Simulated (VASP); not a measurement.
Here is a VASP 6.6.1 calculation.

INCAR

```
PREC = Accurate ; ENCUT = 600
EDIFF = 1E-6 ; ISMEAR = 0
SIGMA = 0.1 ; LREAL = F
LASPH = T ; NELM = 80
ALGO = Normal ; ISIF = 3
LWAVE = F ; LCHARG = F
GGA = PE ; IBRION = 2
NSW = 100 ; EDIFFG = -0.01
```

KPOINTS

```
regular mesh
0
Gamma
  10 10 4
```

Contents of POSCAR:

```
B2SbI3
1.0
    4.2803769070      0.0000000000      0.0000000000
    0.0000000000      4.2803769070      0.0000000000
    0.0000000000      0.0000000000     10.3546204354
B Sb I
2 1 3
Direct
    0.0000000000      0.5000000000      0.5973802603
    0.5000000000      0.0000000000      0.4026197397
    0.0000000000      0.0000000000      0.0000000000
    0.0000000000      0.5000000000      0.3715984274
    0.5000000000      0.0000000000      0.6284015726
    0.5000000000      0.5000000000      0.0000000000
```

Potentials or basis: VASP PAW PBE potentials, release 64 (B, Sb, I).

Launch:

```bash
$ cat potpaw_PBE.64/B/POTCAR potpaw_PBE.64/Sb/POTCAR potpaw_PBE.64/I/POTCAR > POTCAR
$ mpirun -np 1 vasp_std > vasp.out
```

(1) Estimate the relaxed volume.

(2) What does it give for the relaxed cell?

Answers

(1) 31.64 Å³/atom.

(2) a = 4.280 Å, b = 4.280 Å, c = 10.364 Å, α = 90.00°, β = 90.00°, γ = 90.00°.

Caveat: this functional lacks dispersion, which binds layers or chains, so the pressure and a relaxed spacing across them are unreliable.
